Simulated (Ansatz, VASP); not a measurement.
## One calculation of BaTiO3, two programs

```
Ba Ti O
1.0
    -2.82727    1.63232   -4.63590
     2.82727   -1.63232   -2.31795
    -2.82727   -4.89697    0.00000
Ba Ti O
2 2 6
Cartesian
  0.0000 0.0000 0.0000
  -2.8273 -1.6323 -2.3179
  -2.8273 -1.6323 -5.6926
  0.0000 0.0000 -3.3747
  -2.8273 -3.2330 -4.7196
  0.0000 -1.6007 -2.4016
  -1.3862 0.8003 -2.4016
  -1.3862 -2.4643 -0.0837
  -1.4411 -0.8320 -4.7196
  -1.4411 -4.0966 -2.4016
```

Change from the starting cell: parallel moments scaled by 1.5, plain SCF.

Alike in both runs: task single point; functional PBE; k mesh 3 × 5 × 3; occupations fermi-dirac, width 0.02 eV; collinear spin; Hubbard terms Ti d U = 3.0 eV.

|  | VASP | Ansatz |
| --- | --- | --- |
| version | VASP 6.6.1 | Ansatz 0.2.0 |
| potentials or method | VASP PAW PBE potentials, release 64 (Ba_sv, Ti_sv, O), cutoff 600 eV | PAW, plane waves, scalar-relativistic |
| valence electrons in the cell | 80 | 80 |

```tsv
	VASP	Ansatz	Ansatz less VASP
gap on the k mesh at the Fermi level (eV)	2.70	2.73	+0.029
pressure (GPa)	9.4	6.2	-3.26
traceless stress, the component that is largest in VASP (GPa)	-0.47	-0.19	+0.281
rms of the force components (eV/Å)	0.375	0.177	-0.1982
net moment per atom (μB)	0.00	0.00	0.000
```

The programs project onto different local orbitals, so the same U acts differently, and such runs can settle in different states. Atom by atom the forces differ by 0.202 eV/Å (rms over components). Ansatz's warnings: seeded moment not kept.

Spin-orbit coupling is off throughout.
